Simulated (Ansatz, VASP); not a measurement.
**Two plane-wave programs on Al**

```
CELL_PARAMETERS angstrom
-2.80357 0.00000 0.00000
-1.40179 -2.42796 0.00000
-0.62302 -0.53955 14.02527
ATOMIC_POSITIONS crystal
Al 0.65741 0.64814 0.08335
Al 0.62037 0.57407 0.41668
Al 0.58333 0.50000 0.75002
Al 0.23148 0.12963 0.91668
Al 0.30555 0.27777 0.25002
Al 0.26852 0.20370 0.58335
```

Alike in both runs: task single point; functional PBE; dispersion D3(BJ); k mesh 18 × 18 × 3; occupations gaussian, width 0.15 eV; no spin polarisation.

|  | VASP | Ansatz |
| --- | --- | --- |
| version | VASP 6.6.1 | Ansatz 0.2.0 |
| potentials or method | VASP PAW PBE potentials, release 64 (Al), cutoff 520 eV | scalar-relativistic, plane waves, PAW |
| valence electrons in the cell | 18 | 18 |

|  | VASP | Ansatz | Ansatz less VASP |
| --- | --- | --- | --- |
| gap on the k mesh at the Fermi level (eV) | none | none | - |
| pressure (GPa) | 0.3 | 0.3 | 0.00 |
| traceless stress, the component that is largest in VASP (GPa) | -0.90 | -0.89 | +0.005 |
| rms of the force components (eV/Å) | 0.097 | 0.097 | 0.0000 |

Atom by atom the forces differ by 0.000 eV/Å (rms over components). A gap of «none» marks a metal or a gap that the smearing closes.
